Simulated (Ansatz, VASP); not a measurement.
## MoIr4 in VASP and in Ansatz

```
CELL_PARAMETERS angstrom
4.66996 0.00000 0.00000
0.00000 4.66996 0.00000
0.00000 0.00000 4.66996
ATOMIC_POSITIONS crystal
Mo 0.50000 0.50000 0.50000
Ir 0.00000 0.00000 0.00000
Ir 0.50000 0.00000 0.00000
Ir 0.00000 0.50000 0.00000
Ir 0.00000 0.00000 0.50000
```

Alike in both runs: functional PBE; k mesh 4 × 4 × 4; occupations gaussian, width 0.1 eV; no spin polarisation.

Ansatz relaxed the structure, and its values are those at the end. VASP's run is a single point on that final structure, the one shown.

|  | VASP | Ansatz |
| --- | --- | --- |
| version | VASP 6.6.1 | Ansatz 0.2.0 |
| potentials or method | VASP PAW PBE potentials, release 64 (Mo_sv, Ir), cutoff 520 eV | scalar-relativistic, plane waves, PAW |
| valence electrons in the cell | 50 | 82 |

```tsv
	VASP	Ansatz	Ansatz less VASP
gap on the k mesh at the Fermi level (eV)	none	none	-
pressure (GPa)	0.1	0.2	+0.15
```

A gap of «none» marks a metal or a gap that the smearing closes. VASP's potentials hold 50 valence electrons a cell and Ansatz's 82, so a difference there can come from the potentials and not from the codes.

Spin-orbit coupling is off throughout.
